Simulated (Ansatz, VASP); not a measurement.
**Two plane-wave programs on Rb**

File INCAR:

```
SYSTEM = Rb
  ALGO = Normal
  EDIFF = 1E-6
  ENCUT = 520
  GGA = RE
  ISIF = 2
  ISMEAR = -1
  LASPH = .True.
  LCHARG = .False.
  LREAL = .False.
  LWAVE = .False.
  NBANDS = 16
  NELM = 80
  PREC = Accurate
  SIGMA = 0.1
```

File KPOINTS:

```
k-points
0
Gamma
  8 8 4
  0 0 0
```

POSCAR

```
Rb
1.0
    5.3192444895      0.0000000000      0.0000000000
   -2.6596222448      4.6066008569      0.0000000000
    0.0000000000      0.0000000000      8.7720518570
Rb
2
Direct
    0.3333333333      0.6666666667      0.2500000000
    0.6666666667      0.3333333333      0.7500000000
```

Input for Ansatz:

```yaml
crystal:
  lattice:
    - [5.3192444895, 0.0, 0.0]
    - [-2.6596222448, 4.6066008569, 0.0]
    - [0.0, 0.0, 8.772051857]
  atoms:
    - { symbol: Rb, position: [0.3333333333, 0.6666666667, 0.25] }
    - { symbol: Rb, position: [0.6666666667, 0.3333333333, 0.75] }
hamiltonian:
  xc: revpbe
  pseudopotentials:
    kind: paw
    azcp:
      Rb: "pseudopotentials/Rb.paw.azcp"
basis:
  ecutwfc: 420
  fft_grid_basis: typed
kpoints:
  mp_grid: { grid: [8, 8, 4], shift: [0, 0, 0] }
magnetization:
  spin_polarized: false
scf:
  occupations: { method: fermi_dirac, width: 0.1 }
  lower_state_search: "off"
output:
  stress: true
```

Alike in both runs: task single point; functional revPBE; k mesh 8 × 8 × 4; occupations fermi-dirac, width 0.1 eV; no spin polarisation.

|  | VASP | Ansatz |
| --- | --- | --- |
| version | VASP 6.6.1 | Ansatz 0.2.0 |
| potentials or method | VASP PAW PBE potentials, release 64 (Rb_sv), cutoff 520 eV | plane waves (420 eV) with PAW, scalar-relativistic |
| valence electrons in the cell | 18 | 18 |

```tsv
	VASP	Ansatz	Ansatz less VASP
pressure (GPa)	-0.1	-0.1	0.00
```

VASP's potentials were made for PBE, not for revPBE. The functional is the same, so the differences come from potentials, cutoffs and numerics.
